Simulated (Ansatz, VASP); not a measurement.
# Ge3N in VASP and in Ansatz

```xyz
8
Lattice="5.1374 0.0000 0.0000 -2.5687 4.4491 0.0000 0.0000 0.0000 5.7230" Properties=species:S:1:pos:R:3 pbc="T T T"
Ge    1.7416    0.0000    1.4308
Ge    0.8708    1.5083    4.2923
Ge   -0.8708    1.5083    1.4308
Ge    3.3958    0.0000    4.2923
Ge    1.6979    2.9408    1.4308
Ge   -1.6979    2.9408    4.2923
N     0.0000    0.0000    0.0000
N     0.0000    0.0000    2.8615
```

Change from the starting cell: species swapped into the TiI3 type (P6_3/mcm, No. 193).

Alike in both runs: functional PBE; k mesh 12 × 12 × 8; occupations gaussian, width 0.1 eV; no spin polarisation.

Ansatz relaxed the structure, and its values are those at the end. VASP's run is a single point on that final structure, the one shown.

```csv
,VASP,Ansatz
version,VASP 6.6.1,Ansatz 0.2.0
potentials or method,"VASP PAW PBE potentials, release 64 (Ge_d, N), cutoff 520 eV","scalar-relativistic, plane waves, PAW"
valence electrons in the cell,94,94
```

```csv
,VASP,Ansatz,Ansatz less VASP
gap on the k mesh at the Fermi level (eV),none,none,-
pressure (GPa),0.0,0.0,-0.07
rms of the force components (eV/Å),0.006,0.002,-0.0045
```

A gap of «none» marks a metal or a gap that the smearing closes.
